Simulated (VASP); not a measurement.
Input of a VASP 6.6.1 run:

The input POSCAR:

```
BeS
1.0
    0.0000000000      2.4342241204      2.4342241204
    2.4342241204      0.0000000000      2.4342241204
    2.4342241204      2.4342241204      0.0000000000
Be S
1 1
Direct
    0.0000000000      0.0000000000      0.0000000000
    0.7500000000      0.7500000000      0.7500000000
```

INCAR.step1

```
PREC = Accurate
ENCUT = 520
ISMEAR = -1
SIGMA = 0.1
LREAL = False
LASPH = True
NELM = 100
NBANDS = 11
GGA = PE
ALGO = Normal
EDIFF = 1E-4
LWAVE = True
LCHARG = False
```

Contents of INCAR.step2:

```
PREC = Accurate
ENCUT = 520
EDIFF = 1E-6
ISMEAR = -1
SIGMA = 0.1
LREAL = False
LASPH = True
NELM = 100
ALGO = Normal
ISIF = 2
LWAVE = False
LCHARG = False
METAGGA = R2SCAN
LMIXTAU = True
NBANDS = 11
ISTART = 1
```

Contents of KPOINTS:

```
Automatic mesh
0
Gamma
  18 18 18
```

Potentials or basis: VASP PAW PBE potentials, release 64 (Be, S).

The run is started by

```bash
$ cat potpaw_PBE.64/Be/POTCAR potpaw_PBE.64/S/POTCAR > POTCAR
$ cp INCAR.step1 INCAR
$ mpirun -np 1 vasp_std > vasp.out
$ cp INCAR.step2 INCAR
$ mpirun -np 1 vasp_std > vasp.out
```

Problem. What does it give for the band gap on the k mesh?

Solution. 3.60 eV (least direct gap 6.26 eV).

Problem. Predict the pressure.

Solution. 0.3 GPa.

Caveat: the PAW data sets were made with another functional, which shifts forces and pressure a little. A k mesh can miss the band edges.
